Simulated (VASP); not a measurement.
Wanted: the native input for a VASP 6.6.1 run.

```
Task                   : single point
Functional             : PBEsol
Potentials or basis    : VASP PAW PBE potentials, release 64 (Na_pv, S)
Cutoff                 : 500 eV
k mesh                 : 6 × 6 × 6
Occupations            : gaussian, width 0.01 eV
Spin                   : no spin polarisation
Dipole correction      : no
Further INCAR settings : ALGO = Normal; EDIFF = 1e-06; NBANDS = 17
```

The structure of Na2S lies in POSCAR:

```
Na2S
1.0
    3.0759748050      3.0759748050      0.0000000000
   -3.0759748050      3.0759748050      0.0000000000
    0.0000000000      3.0759748050      3.0759748050
Na S
2 1
Direct
    0.2500000000      0.7500000000      0.5000000000
    0.7500000000      0.2500000000      0.5000000000
    0.0000000000      0.0000000000      0.0000000000
```

These files were run (other wordings do the same):

INCAR

```
PREC = Accurate
ENCUT = 500
EDIFF = 1E-6
ISMEAR = 0
SIGMA = 0.01
LREAL = F
LASPH = T
NELM = 120
ALGO = Normal
ISIF = 2
LWAVE = F
LCHARG = F
GGA = PS
NBANDS = 17
GGA_COMPAT = F
```

KPOINTS

```
Automatic mesh
0
Gamma
  6 6 6
```

Potentials or basis: VASP PAW PBE potentials, release 64 (Na_pv, S).

Command:

```bash
$ cat potpaw_PBE.64/Na_pv/POTCAR potpaw_PBE.64/S/POTCAR > POTCAR
$ mpirun -np 1 vasp_std > vasp.out
```

Results of the run:

The pressure is 7.1 GPa and the band gap on the k mesh is 3.01 eV, direct.

Caveat: the PAW data sets were made with another functional, which shifts forces and pressure a little.

It took 20 s on 1 thread of AMD EPYC 7R13 (shared host), peak memory 0.14 GiB.
